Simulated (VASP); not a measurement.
# GaB in VASP: a series of runs

GaB is run at these levels: PBE; tasks: single point.

Everything below comes from runs of VASP 6.6.1. Logs are shortened: lines on timing, memory, paths and dates and some standing lists are left out, and cuts for length are marked.

### 1 The cell of the first run

Symmetry: P4/mmm, No. 123, tetragonal system. The conventional cell has a = 2.718 Å, b = 2.718 Å, c = 3.236 Å, α = 90.00°, β = 90.00°, γ = 90.00°. Ga (site symmetry 4/mmm) has 8 B at 2.51 Å and 6 Ga at 2.72 to 3.24 Å within 3.3 Å. Within 3.3 Å of B (site symmetry 4/mmm) lie 8 Ga at 2.51 Å and 6 B at 2.72 to 3.24 Å.

### 2 Single point, PBE

INCAR

```
PREC = Accurate
ENCUT = 520
EDIFF = 1E-6
ISMEAR = -1
SIGMA = 0.03
LREAL = False
LASPH = True
NELM = 100
ALGO = Normal
ISIF = 2
LWAVE = False
LCHARG = False
GGA = PE
NBANDS = 15
```

KPOINTS

```
Automatic mesh
0
Gamma
  6 6 5
```

POSCAR

```
GaB
1.0
    2.7182400000      0.0000000000      0.0000000000
    0.0000000000      2.7182400000      0.0000000000
    0.0000000000      0.0000000000      3.2362100000
Ga B
1 1
Direct
    0.5000000000      0.5000000000      0.5000000000
    0.0000000000      0.0000000000      0.0000000000
```

Potentials or basis: VASP PAW PBE potentials, release 64 (Ga_d, B).

On the command line:

```console
$ cat potpaw_PBE.64/Ga_d/POTCAR potpaw_PBE.64/B/POTCAR > POTCAR
$ mpirun -np 1 vasp_std > vasp.out
```

OUTCAR:

```text
PREC = Accurate
   ENCUT = 520
   EDIFF = 1E-6
   ISMEAR = -1
   LREAL = False
   LASPH = True
   NELM = 100
   ISIF = 2
   GGA = PE

 ion  position               nearest neighbor table
   1  0.500  0.500  0.500-   2 2.51   2 2.51   2 2.51   2 2.51   2 2.51   2 2.51   2 2.51   2 2.51

   2  0.000  0.000  0.000-   1 2.51   1 2.51   1 2.51   1 2.51   1 2.51   1 2.51   1 2.51   1 2.51

  LATTYP: Found a simple tetragonal cell.
 ALAT       =     2.7182400000
 C/A-ratio  =     1.1905534463

  Lattice vectors:

 A1 = (   2.7182400000,   0.0000000000,   0.0000000000)
 A2 = (   0.0000000000,   2.7182400000,   0.0000000000)
 A3 = (   0.0000000000,   0.0000000000,   3.2362100000)

Analysis of symmetry for initial positions (statically):
=====================================================================
 Subroutine PRICEL returns:
 Original cell was already a primitive cell.

 Routine SETGRP: Setting up the symmetry group for a
 simple tetragonal supercell.

 Subroutine GETGRP returns: Found 16 space group operations
 (whereof 16 operations were pure point group operations)
 out of a pool of 16 trial point group operations.

The static configuration has the point symmetry D_4h.

Analysis of symmetry for dynamics (positions and initial velocities):
=====================================================================
 Subroutine PRICEL returns:
 Original cell was already a primitive cell.

 Routine SETGRP: Setting up the symmetry group for a
 simple tetragonal supercell.

 Subroutine GETGRP returns: Found 16 space group operations
 (whereof 16 operations were pure point group operations)
 out of a pool of 16 trial point group operations.

The dynamic configuration has the point symmetry D_4h.

 Subroutine INISYM returns: Found 16 space group operations
 (whereof 16 operations are pure point group operations),
 and found     1 'primitive' translations

----------------------------------------------------------------------------------------

                                     Primitive cell

  volume of cell :      23.9118

  direct lattice vectors                    reciprocal lattice vectors
     2.718240000  0.000000000  0.000000000     0.367885102  0.000000000  0.000000000
     0.000000000  2.718240000  0.000000000     0.000000000  0.367885102  0.000000000
     0.000000000  0.000000000  3.236210000     0.000000000  0.000000000  0.309003433

  length of vectors
     2.718240000  2.718240000  3.236210000     0.367885102  0.367885102  0.309003433

[... 83 lines left out ...]
   NSW    =      0    number of steps for IOM
   IBRION =     -1    ionic relax: 0-MD 1-quasi-New 2-CG
   NFREE  =      0    steps in history (QN), initial steepest desc. (CG)
   ISIF   =      2    stress and relaxation
   ISYM   =      2    0-nonsym 1-usesym 2-fastsym
   POTIM  = 0.5000    time-step for ionic-motion
   TEBEG  =    0.0;   TEEND  =   0.0 temperature during run
   PSTRESS=    0.0 pullay stress
   NELECT =      16.0000    total number of electrons
   NUPDOWN=      -1.0000    fix difference up-down
   EMIN   =  10.00;   EMAX   =-10.00  energy-range for DOS
   EFERMI =   0.00;   METHOD = LEGACY
   ISMEAR =    -1;   SIGMA  =   0.03  broadening in eV -4-tet -1-fermi 0-gaus
   EFERMI_NEDOS =   21; number of points for ismear=-14 and -15
   IALGO  =     38    algorithm
   IMIX   =      4    mixing-type and parameters
     AMIX     =   0.40;   BMIX     =  1.00
     AMIX_MAG =   1.60;   BMIX_MAG =  1.00
  volume/ion in A,a.u.               =      11.96        80.68
  Fermi-wavevector in a.u.,A,eV,Ry     =   1.431894  2.705886 27.896285  2.050319
  Thomas-Fermi vector in A             =   2.551580
   LORBIT       =      0    0 simple, 1 ext, 2 COOP (PROOUT), +10 PAW based schemes
   GGA     = PE    functional components
   LHFCALC =     F    Hartree Fock is set to
   AEXX    =    0.0000 exact exchange contribution
   IVDW    =     0    specifies the selected vdW correction
   LEPSILON=     F    determine dielectric tensor
   LRPA    =     F    only Hartree local field effects (RPA)
 non-spin polarized calculation
  energy-cutoff  :      520.00
  volume of cell :       23.91
 maximum number of plane-waves:       657
   NGX = 11   NGY = 11   NGZ = 13

 number of electron      16.0000024 magnetization

 Free energy of the ion-electron system (eV)
  ---------------------------------------------------
  ext. energy  EPLUGINS =         0.00000000
  ---------------------------------------------------
  free energy    TOTEN  =        -7.11489941 eV

  energy without entropy =       -7.11140364  energy(sigma->0) =       -7.11315153

 E-fermi :   7.0824     XC(G=0): -11.8995

 val. band max:        7.0615322716   @ k =   0.5000   0.5000   0.4000
 cond. band min:       7.0836221391   @ k =   0.3333   0.0000   0.4000
 fundamental gap:      0.0220898675
 Fermi energy:         7.0823939030

 k-point     1 :       0.0000    0.0000    0.0000
  band No.  band energies     occupation
      1      -8.4548      2.00000
      2      -8.3029      2.00000
      3      -7.9899      2.00000
      4      -7.9899      2.00000
      5      -7.9388      2.00000
      6      -6.4350      2.00000
      7       5.2414      2.00000
      8       8.7958      0.00000
      9       9.6075      0.00000
     10       9.6075      0.00000
     11      16.0526      0.00000
     12      16.4543      0.00000
     13      20.1390      0.00000
     14      21.3013      0.00000
[... 401 lines left out ...]
      2      -8.3029      2.00000
      3      -8.0872      2.00000
      4      -8.0008      2.00000
      5      -7.9054      2.00000
      6       0.4790      2.00000
      7       0.7520      2.00000
      8       3.0298      2.00000
      9       3.7700      2.00000
     10      12.3491      0.00000
     11      16.9300      0.00000
     12      18.6844      0.00000
     13      20.2732      0.00000
     14      23.3023      0.00000
     15      24.5590      0.00000

 [... further k-points ...]
[... 5 lines left out ...]
  --------------------------------------------------------------------------------------
  -------------------------------------------------------------------------------------
  Total        0.2015071      0.2015071     -0.3031307      0.0000000      0.0000000      0.0000000
  in kB       13.5017043     13.5017043    -20.3108550      0.0000000      0.0000000      0.0000000
  external PRESSURE =       2.2308512 kB  Pullay stress =       0.0000000 kB

 VOLUME and BASIS-vectors are now :
 -----------------------------------------------------------------------------
  energy-cutoff  :      520.00
  volume of cell :       23.91
      direct lattice vectors                 reciprocal lattice vectors
     2.718240000  0.000000000  0.000000000     0.367885102  0.000000000  0.000000000
     0.000000000  2.718240000  0.000000000     0.000000000  0.367885102  0.000000000
     0.000000000  0.000000000  3.236210000     0.000000000  0.000000000  0.309003433

 POSITION                                       TOTAL-FORCE (eV/Angst)
 -----------------------------------------------------------------------------------
      1.35912      1.35912      1.61810         0.000000      0.000000      0.000000
      0.00000      0.00000      0.00000         0.000000      0.000000      0.000000
 -----------------------------------------------------------------------------------
    total drift:                               -0.000000      0.000000      0.000000

  FREE ENERGIE OF THE ION-ELECTRON SYSTEM (eV)
  ---------------------------------------------------
  free  energy   TOTEN  =        -7.1148994108 eV

  energy  without entropy=       -7.1114036426  energy(sigma->0) =       -7.11315153
```

OSZICAR:

```text
N       E                     dE             d eps       ncg     rms          rms(c)
DAV:   1     0.645178096238E+02    0.64518E+02   -0.79339E+03   939   0.194E+03
DAV:   2    -0.335709462556E+01   -0.67875E+02   -0.62855E+02  1054   0.304E+02
DAV:   3    -0.733320443486E+01   -0.39761E+01   -0.39562E+01  1026   0.554E+01
DAV:   4    -0.736518675007E+01   -0.31982E-01   -0.31980E-01  1117   0.542E+00
DAV:   5    -0.736547881888E+01   -0.29207E-03   -0.29207E-03  1070   0.515E-01    0.213E+00
DAV:   6    -0.713781261821E+01    0.22767E+00   -0.23173E-01  1268   0.111E+01    0.909E-01
DAV:   7    -0.711866361703E+01    0.19149E-01   -0.31041E-02  1236   0.140E+00    0.420E-01
DAV:   8    -0.711506425848E+01    0.35994E-02   -0.42236E-03  1096   0.958E-01    0.833E-02
DAV:   9    -0.711490680396E+01    0.15745E-03   -0.52082E-04  1153   0.451E-01    0.206E-02
DAV:  10    -0.711489994362E+01    0.68603E-05   -0.28328E-05  1150   0.670E-02    0.628E-03
DAV:  11    -0.711489941082E+01    0.53280E-06   -0.26840E-06  1052   0.210E-02
   1 F= -.71148994E+01 E0= -.71131515E+01  d E =-.349577E-02
```

stdout:

```text
POSCAR found type information on POSCAR GaB
 POSCAR found :  2 types and       2 ions
 scaLAPACK will be used
 LDA part: xc-table for (Slater+PW92), standard interpolation
 POSCAR, INCAR and KPOINTS ok, starting setup
 FFT: planning ... GRIDC
 FFT: planning ... GRID_SOFT
 FFT: planning ... GRID
 WAVECAR not read
 entering main loop
```

Wall time 17 s (1 thread of AMD EPYC 7R13, shared host); peak memory 0.1 GiB.

What came out:

* Free energy: -7.1149 eV
* Pressure: 0.2 GPa
* Band gap on the k mesh: zero (band 8 reaches 11.03 eV, above the bottom of band 9 at 3.77 eV)

Stress tensor (GPa, compression positive):
```
 1.35  0.00  0.00
 0.00  1.35  0.00
 0.00  0.00 -2.03
```

Levels at points of the mesh, in eV from the Fermi level:
```tsv
k point	band 6	band 7	band 8	band 9	band 10	band 11
(0.00, 0.00, 0.00)	-13.52	-1.84	1.71	2.53	2.53	8.97
(0.50, 0.00, 0.00)	-8.79	-8.44	1.75	4.91	5.33	5.34
(0.50, 0.50, 0.00)	-4.65	-4.65	-3.70	-2.16	3.13	7.49
```

Caveat: the k points lie up to 0.39 Å⁻¹ apart.

(Continued in part 2 of 2.)
